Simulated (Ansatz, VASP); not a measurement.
## One calculation of AlN, two programs

```
Al N
1.0
     3.13028    0.00000    0.00000
    -1.56514    2.71090    0.00000
     0.00000    0.00000    4.99265
Al N
2 2
Direct
  0.33333 0.66667 0.00023
  0.66667 0.33333 0.50023
  0.33333 0.66667 0.38177
  0.66667 0.33333 0.88177
```

Alike in both runs: task relaxation of the atoms; functional PBE; k mesh 8 × 8 × 5; no spin polarisation.

|  | VASP | Ansatz |
| --- | --- | --- |
| version | VASP 6.6.1 | Ansatz 0.2.0 |
| potentials or method | VASP PAW PBE potentials, release 64 (Al, N) | scalar-relativistic, plane waves, PAW |
| plane-wave cutoff (eV) | 520 | 420 |
| occupations | gaussian, width 0.01 eV | fixed |
| valence electrons in the cell | 16 | 16 |

|  | VASP | Ansatz | Ansatz less VASP |
| --- | --- | --- | --- |
| gap on the k mesh at the Fermi level, each at its own relaxed structure (eV) | 4.06 | 4.05 | -0.009 |

Ansatz's warnings: stress scf threshold loose.
